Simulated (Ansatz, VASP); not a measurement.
## One calculation of Hf, two programs

```xyz
3
Lattice="5.1331 0.0000 0.0000 -2.5666 4.4454 0.0000 0.0000 0.0000 3.0999" Properties=species:S:1:pos:R:3 pbc="T T T"
Hf    2.5666    1.4818    1.5499
Hf    0.0000    2.9636    1.5499
Hf    0.0000    0.0000    0.0000
```

Alike in both runs: task single point; functional PBE; k mesh 9 × 9 × 12; occupations gaussian, width 0.1 eV; no spin polarisation.

|  | VASP | Ansatz |
| --- | --- | --- |
| version | VASP 6.6.1 | Ansatz 0.2.0 |
| potentials or method | VASP PAW PBE potentials, release 64 (Hf_pv), cutoff 520 eV | scalar-relativistic, plane waves, PAW |
| valence electrons in the cell | 30 | 78 |

```tsv
	VASP	Ansatz	Ansatz less VASP
gap on the k mesh at the Fermi level (eV)	none	none	-
pressure (GPa)	-5.7	-5.3	+0.42
traceless stress, the component that is largest in VASP (GPa)	3.11	3.05	-0.061
```

A gap of «none» marks a metal or a gap that the smearing closes. The functional is the same, so the differences come from potentials, cutoffs and numerics. VASP's potentials hold 30 valence electrons a cell and Ansatz's 78, so a difference there can come from the potentials and not from the codes.

Spin-orbit coupling is off throughout.
